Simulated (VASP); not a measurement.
# AlN (P6_3mc) in VASP: a series of runs

The runs below take AlN through single point, with r2SCAN.

Program: VASP 6.6.1. These are calculated values, not measurements. Logs are shortened: lines on timing, memory, paths and dates and some standing lists are left out, and cuts for length are marked.

## (1) The cell of the first run

The structure is hexagonal, space group P6_3mc (No. 186). Conventional cell: a = 3.189 Å, b = 3.189 Å, c = 5.102 Å, α = 90.00°, β = 90.00°, γ = 120.00°. Within 2.6 Å of Al (site symmetry 3m) lie 4 N at 1.93 to 1.96 Å. N (site symmetry 3m) has 4 Al at 1.93 to 1.96 Å within 2.6 Å.

## (2) Single point, r2SCAN (strain +0.025 along x and y, +0.025 along z)

The input, POSCAR:

```
AlN
1.0
    3.1887772054      0.0000000000      0.0000000000
   -1.5943886027      2.7615620669      0.0000000000
    0.0000000000      0.0000000000      5.1024500000
Al N
2 2
Direct
    0.3333333333      0.6666666667      0.0000000000
    0.6666666667      0.3333333333      0.5000000000
    0.3333333333      0.6666666667      0.3850000000
    0.6666666667      0.3333333333      0.8850000000
```

The input, INCAR.step1:

```
SYSTEM = AlN
ALGO     = Normal         ! electronic algorithm
EDIFF    = 1E-4           ! SCF threshold, eV
ENCUT    = 520            ! plane-wave cutoff, eV
GGA      = PE             ! functional
ISMEAR   = 0              ! smearing method
LASPH    = .TRUE.         ! aspherical terms in the spheres
LCHARG   = .FALSE.        ! write CHGCAR
LREAL    = .FALSE.        ! projectors in reciprocal space
LWAVE    = .TRUE.         ! write WAVECAR
NBANDS   = 16             ! bands
NELM     = 80             ! most SCF steps
PREC     = Accurate       ! precision mode
SIGMA    = 0.05           ! smearing width, eV
```

The input, INCAR.step2:

```
SYSTEM = AlN
ALGO     = Normal         ! electronic algorithm
EDIFF    = 1E-7           ! SCF threshold, eV
ENCUT    = 520            ! plane-wave cutoff, eV
ISIF     = 2              ! what is computed and relaxed
ISMEAR   = 0              ! smearing method
ISTART   = 1            
LASPH    = .TRUE.         ! aspherical terms in the spheres
LCHARG   = .FALSE.        ! write CHGCAR
LMIXTAU  = .TRUE.       
LREAL    = .FALSE.        ! projectors in reciprocal space
LWAVE    = .FALSE.        ! write WAVECAR
METAGGA  = R2SCAN         ! meta-GGA
NBANDS   = 16             ! bands
NELM     = 80             ! most SCF steps
PREC     = Accurate       ! precision mode
SIGMA    = 0.05           ! smearing width, eV
```

The input, KPOINTS:

```
k-points
0
G
  12 12 6
  0 0 0
```

Potentials or basis: VASP PAW PBE potentials, release 64 (Al, N).

Run with:

```sh
$ cat potpaw_PBE.64/Al/POTCAR potpaw_PBE.64/N/POTCAR > POTCAR
$ cp INCAR.step1 INCAR
$ mpirun -np 1 vasp_std > vasp.out
$ cp INCAR.step2 INCAR
$ mpirun -np 1 vasp_std > vasp.out
```

OUTCAR:

```text
SYSTEM = AlN
   EDIFF = 1E-7
   ENCUT = 520
   ISIF = 2
   ISMEAR = 0
   ISTART = 1
   LASPH = .TRUE.
   LREAL = .FALSE.
   METAGGA = R2SCAN
   NELM = 80
   PREC = Accurate

 ion  position               nearest neighbor table
   1  0.333  0.667  0.000-   4 1.93   4 1.93   4 1.93   3 1.96   2 3.15   2 3.15   2 3.15   2 3.15
                             2 3.15   2 3.15
   2  0.667  0.333  0.500-   3 1.93   3 1.93   3 1.93   4 1.96   1 3.15   1 3.15   1 3.15   1 3.15
                             1 3.15   1 3.15
   3  0.333  0.667  0.385-   2 1.93   2 1.93   2 1.93   1 1.96
   4  0.667  0.333  0.885-   1 1.93   1 1.93   1 1.93   2 1.96

  LATTYP: Found a hexagonal cell.
 ALAT       =     3.1887772054
 C/A-ratio  =     1.6001274694

  Lattice vectors:

 A1 = (   3.1887772054,   0.0000000000,   0.0000000000)
 A2 = (  -1.5943886027,   2.7615620669,   0.0000000000)
 A3 = (   0.0000000000,   0.0000000000,   5.1024500000)

Analysis of symmetry for initial positions (statically):
=====================================================================
 Subroutine PRICEL returns:
 Original cell was already a primitive cell.

 Routine SETGRP: Setting up the symmetry group for a
 hexagonal supercell.

 Subroutine GETGRP returns: Found 12 space group operations
 (whereof  6 operations were pure point group operations)
 out of a pool of 24 trial point group operations.

The static configuration has the point symmetry C_3v.
 The point group associated with its full space group is C_6v.

Analysis of symmetry for dynamics (positions and initial velocities):
=====================================================================
 Subroutine PRICEL returns:
 Original cell was already a primitive cell.

 Routine SETGRP: Setting up the symmetry group for a
 hexagonal supercell.

 Subroutine GETGRP returns: Found 12 space group operations
 (whereof  6 operations were pure point group operations)
 out of a pool of 24 trial point group operations.

The dynamic configuration has the point symmetry C_3v.
 The point group associated with its full space group is C_6v.

 Subroutine INISYM returns: Found 12 space group operations
 (whereof  6 operations are pure point group operations),
 and found     1 'primitive' translations

----------------------------------------------------------------------------------------

                                     Primitive cell

  volume of cell :      44.9322

[... 88 lines left out ...]
   LSORBIT =      F    spin-orbit coupling
   LASPH  =      T    aspherical Exc in radial PAW
   ENCUT  =  520.0 eV  38.22 Ry    6.18 a.u.   5.93  5.93  9.49*2*pi/ulx,y,z
   NELM   =     80;   NELMIN=  2; NELMDL=  0     # of ELM steps
   EDIFF  = 0.1E-06   stopping-criterion for ELM
   LREAL  =      F    real-space projection
   EDIFFG = 0.1E-05   stopping-criterion for IOM
   NSW    =      0    number of steps for IOM
   IBRION =     -1    ionic relax: 0-MD 1-quasi-New 2-CG
   NFREE  =      0    steps in history (QN), initial steepest desc. (CG)
   ISIF   =      2    stress and relaxation
   ISYM   =      2    0-nonsym 1-usesym 2-fastsym
   POTIM  = 0.5000    time-step for ionic-motion
   TEBEG  =    0.0;   TEEND  =   0.0 temperature during run
   PSTRESS=    0.0 pullay stress
   NELECT =      16.0000    total number of electrons
   NUPDOWN=      -1.0000    fix difference up-down
   EMIN   =  10.00;   EMAX   =-10.00  energy-range for DOS
   EFERMI =   0.00;   METHOD = LEGACY
   ISMEAR =     0;   SIGMA  =   0.05  broadening in eV -4-tet -1-fermi 0-gaus
   EFERMI_NEDOS =   21; number of points for ismear=-14 and -15
   IALGO  =     38    algorithm
   IMIX   =      4    mixing-type and parameters
     AMIX     =   0.40;   BMIX     =  1.00
     AMIX_MAG =   1.60;   BMIX_MAG =  1.00
  volume/ion in A,a.u.               =      11.23        75.80
  Fermi-wavevector in a.u.,A,eV,Ry     =   1.160368  2.192777 18.319603  1.346453
  Thomas-Fermi vector in A             =   2.296951
   LORBIT       =      0    0 simple, 1 ext, 2 COOP (PROOUT), +10 PAW based schemes
   METAGGA = R2SCAN    functional components
   LHFCALC =     F    Hartree Fock is set to
   AEXX    =    0.0000 exact exchange contribution
   IVDW    =     0    specifies the selected vdW correction
   LEPSILON=     F    determine dielectric tensor
   LRPA    =     F    only Hartree local field effects (RPA)
 non-spin polarized calculation
 Gauss-broadening in eV      SIGMA  =   0.05
  energy-cutoff  :      520.00
  volume of cell :       44.93
 maximum number of plane-waves:      1224
 NGX is ok and might be reduce to    24
   NGX = 11   NGY = 11   NGZ = 19

 number of electron      16.0000003 magnetization

 Free energy of the ion-electron system (eV)
  ---------------------------------------------------
  ext. energy  EPLUGINS =         0.00000000
  ---------------------------------------------------
  free energy    TOTEN  =       -38.29301063 eV

  energy without entropy =      -38.29301063  energy(sigma->0) =      -38.29301063

 E-fermi :   5.5281     XC(G=0): -11.0733

 val. band max:        5.2702716741   @ k =   0.0000   0.0000   0.0000
 cond. band min:       9.4366257954   @ k =   0.0000   0.0000   0.0000
 fundamental gap:      4.1663541213
 Fermi energy:         5.5280581375

 k-point     1 :       0.0000    0.0000    0.0000
  band No.  band energies     occupation
      1     -10.3204      2.00000
      2      -8.4230      2.00000
      3      -0.4922      2.00000
      4       4.3322      2.00000
      5       4.3322      2.00000
      6       4.9783      2.00000
[... 433 lines left out ...]
      3       0.4931      2.00000
      4       1.3976      2.00000
      5       1.9969      2.00000
      6       3.4633      2.00000
[... 8 lines left out ...]
     15      17.8821      0.00000
     16      19.8082      0.00000

 [... further k-points ...]
[... 5 lines left out ...]
  --------------------------------------------------------------------------------------
  -------------------------------------------------------------------------------------
  Total       -4.0524274     -4.0524274     -4.0016357      0.0000000      0.0000000      0.0000000
  in kB     -144.5000785   -144.5000785   -142.6889656      0.0000000      0.0000000      0.0000000
  external PRESSURE =    -143.8963742 kB  Pullay stress =       0.0000000 kB

 VOLUME and BASIS-vectors are now :
 -----------------------------------------------------------------------------
  energy-cutoff  :      520.00
  volume of cell :       44.93
      direct lattice vectors                 reciprocal lattice vectors
     3.188777205  0.000000000  0.000000000     0.313599833  0.181056948  0.000000000
    -1.594388603  2.761562067  0.000000000     0.000000000  0.362113896  0.000000000
     0.000000000  0.000000000  5.102450000     0.000000000  0.000000000  0.195984282

 POSITION                                       TOTAL-FORCE (eV/Angst)
 -----------------------------------------------------------------------------------
     -0.00000      1.84104      0.00000         0.000000     -0.000000      0.190307
      1.59439      0.92052      2.55123        -0.000000      0.000000      0.190307
     -0.00000      1.84104      1.96444         0.000000      0.000000     -0.190307
      1.59439      0.92052      4.51567         0.000000      0.000000     -0.190307
 -----------------------------------------------------------------------------------
    total drift:                               -0.000000      0.000000     -0.020235

  FREE ENERGIE OF THE ION-ELECTRON SYSTEM (eV)
  ---------------------------------------------------
  free  energy   TOTEN  =       -38.2930106331 eV

  energy  without entropy=      -38.2930106331  energy(sigma->0) =      -38.29301063
```

OUTCAR.step1:

```text
SYSTEM = AlN
   EDIFF = 1E-4
   ENCUT = 520
   GGA = PE
   ISMEAR = 0
   LASPH = .TRUE.
   LREAL = .FALSE.
   NELM = 80
[... 688 lines left out ...]
      1.59439      0.92052      2.55123         0.000000      0.000000      0.176637
     -0.00000      1.84104      1.96444         0.000000     -0.000000     -0.176637
      1.59439      0.92052      4.51567        -0.000000      0.000000     -0.176637
 -----------------------------------------------------------------------------------
    total drift:                               -0.000000      0.000000      0.000114

  FREE ENERGIE OF THE ION-ELECTRON SYSTEM (eV)
  ---------------------------------------------------
  free  energy   TOTEN  =       -29.7023871470 eV

  energy  without entropy=      -29.7023871470  energy(sigma->0) =      -29.70238715
```

Wall time 4.1 min (1 thread of Intel Xeon 8259CL, shared host); peak memory 0.19 GiB.

Results:

```yaml
Free_energy: -38.2930 eV
Pressure: -14.4 GPa
Largest_force: 0.190 eV/Å
Band_gap_on_the_k_mesh: 4.17 eV
```

Forces in eV/Å, atoms in the order of the input:
```
Al   0.000  0.000  0.190
Al   0.000  0.000  0.190
N    0.000  0.000 -0.190
N    0.000  0.000 -0.190
```

Stress tensor (GPa, compression positive):
```
-14.45   0.00   0.00
  0.00 -14.45   0.00
  0.00   0.00 -14.27
```

Caveat: the cell differs from its parent crystal (strain +0.025 along x and y, +0.025 along z); the cell stands under tension; the PAW data sets were made with another functional, which shifts forces and pressure a little. A k mesh can miss the band edges.

(Continued in part 2 of 2.)
